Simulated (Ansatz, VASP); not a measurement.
# Two plane-wave programs on Be3CdTe4

```
Be Cd Te
1.0
     4.14537    0.00165    0.00135
     0.00168    4.14494    0.00118
     0.00192    0.00263   11.98140
Be Cd Te
3 1 4
Cartesian
  0.0014 0.0007 5.9907
  2.0745 2.0727 8.7425
  2.0757 2.0747 3.2415
  4.1427 0.0052 0.0012
  4.1475 2.0745 7.3645
  2.0760 4.1469 4.6207
  2.0727 0.0009 10.0803
  4.1481 2.0769 1.9038
```

Change from the starting cell: cell x1, atoms moved at random (sigma 0.1 Å) and cell strained at random (1.5 %), then relaxed without symmetry.

Alike in both runs: functional PBE; k mesh 4 × 4 × 1; occupations gaussian, width 0.1 eV; no spin polarisation.

Ansatz relaxed the structure, and its values are those at the end. VASP's run is a single point on that final structure, the one shown.

|  | VASP | Ansatz |
| --- | --- | --- |
| version | VASP 6.6.1 | Ansatz 0.2.0 |
| potentials or method | VASP PAW PBE potentials, release 64 (Be, Cd, Te), cutoff 520 eV | scalar-relativistic, plane waves, PAW |
| valence electrons in the cell | 42 | 90 |

VASP gave:

```
gap on the k mesh at the Fermi level (eV) : 1.82
least direct gap on the mesh (eV)         : 1.84
pressure (GPa)                            : 0.2
```

Which values does Ansatz return?

gap on the k mesh at the Fermi level (eV): 1.83; least direct gap on the mesh (eV): 1.86; pressure (GPa): 0.0.

VASP's potentials hold 42 valence electrons a cell and Ansatz's 90, so a difference there can come from the potentials and not from the codes.

The k mesh is coarse, so the values compare programs but aren't converged. Spin-orbit coupling is off throughout.
